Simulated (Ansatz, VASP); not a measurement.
# Two plane-wave programs on BeCd2S3

File INCAR:

```
ALGO = Normal
EDIFF = 1E-6
EDIFFG = -0.08
ENCUT = 600
GGA = PE
IBRION = 2
ISIF = 3
ISMEAR = 0
LASPH = True
LCHARG = False
LREAL = False
LWAVE = False
NELM = 80
NSW = 36
PREC = Accurate
SIGMA = 0.15
```

Contents of KPOINTS:

```
k-points
0
Gamma
  4 4 4
```

The input POSCAR:

```
BeCd2S3
1.0
   -1.9200000000      5.7600000000      2.7150000000
    1.9200000000     -5.7600000000      2.7150000000
    1.9200000000      5.7600000000     -2.7150000000
Be Cd S
1 2 3
Direct
    0.0000000000      0.0000000000      0.0000000000
    0.6670000000      0.0000000000      0.6670000000
    0.3330000000      0.0000000000      0.3330000000
    0.2300000000      0.7300000000      0.5000000000
    0.5830000000      0.7500000000      0.8330000000
    0.9170000000      0.7500000000      0.1670000000
```

Input for Ansatz:

```yaml
crystal:
  lattice:
    - [-1.92, 5.76, 2.715]
    - [1.92, -5.76, 2.715]
    - [1.92, 5.76, -2.715]
  atoms:
    - { symbol: Be, position: [0.0, 0.0, 0.0] }
    - { symbol: Cd, position: [0.667, 0.0, 0.667] }
    - { symbol: Cd, position: [0.333, 0.0, 0.333] }
    - { symbol: S, position: [0.23, 0.73, 0.5] }
    - { symbol: S, position: [0.583, 0.75, 0.833] }
    - { symbol: S, position: [0.917, 0.75, 0.167] }
basis:
  ecutwfc: 420
kpoints:
  mp_grid: { grid: [4, 4, 4] }
hamiltonian:
  xc: pbe
scf:
  occupations: { method: gaussian, width: 0.15 }
  lower_state_search: "off"
output:
  forces: true
  stress: true
  eigenvalues: true
relax:
  adjacent_minimum: "off"
  f_tol: 0.08
  max_steps: 16
  cell: { stress_tol: 0.8 }
```

Alike in both runs: task relaxation of cell and atoms; functional PBE; k mesh 4 × 4 × 4; occupations gaussian, width 0.15 eV; no spin polarisation.

```csv
,VASP,Ansatz
version,VASP 6.6.1,Ansatz 0.2.0
potentials or method,"VASP PAW PBE potentials, release 64 (Be, Cd, S), cutoff 600 eV","scalar-relativistic, plane waves, PAW"
valence electrons in the cell,44,60
```

```csv
,VASP,Ansatz,Ansatz less VASP
"gap on the k mesh at the Fermi level, each at its own relaxed structure (eV)",1.67,1.68,+0.013
relaxed volume (Å³/atom),21.61,21.56,-0.048
relaxed length of the cell vector where the two differ most in proportion (Å),6.825,6.812,-0.0126
```

VASP's potentials hold 44 valence electrons a cell and Ansatz's 60, so a difference there can come from the potentials and not from the codes.

The k mesh is coarse, so the values compare programs but aren't converged.
